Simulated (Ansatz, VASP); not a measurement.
## In4P: VASP beside Ansatz

```
In P
1.0
    -3.43947    3.43947    3.43947
     3.43947   -3.43947    3.43947
     3.43947    3.43947   -3.43947
In P
4 1
Direct
  0.00000 0.00000 0.74631
  0.74631 0.00000 0.00000
  0.00000 0.74631 0.00000
  0.25369 0.25369 0.25369
  0.00000 0.00000 0.00000
```

Change from the starting cell: species swapped into the H4C type (I-43m, No. 217).

Alike in both runs: task single point; functional PBE; k mesh 4 × 4 × 4; occupations gaussian, width 0.1 eV; no spin polarisation.

```csv
,VASP,Ansatz
version,VASP 6.6.1,Ansatz 0.2.0
potentials or method,"VASP PAW PBE potentials, release 64 (In_d, P), cutoff 520 eV","scalar-relativistic, plane waves, PAW"
valence electrons in the cell,57,57
```

Ansatz gave:

* gap on the k mesh at the Fermi level (eV): none
* rms of the force components (eV/Å): 37.014

Problem. What did VASP give for the same quantities?

Solution. gap on the k mesh at the Fermi level (eV): none; rms of the force components (eV/Å): 40.026.

Atom by atom the forces differ by 3.013 eV/Å (rms over components). A gap of «none» marks a metal or a gap that the smearing closes.
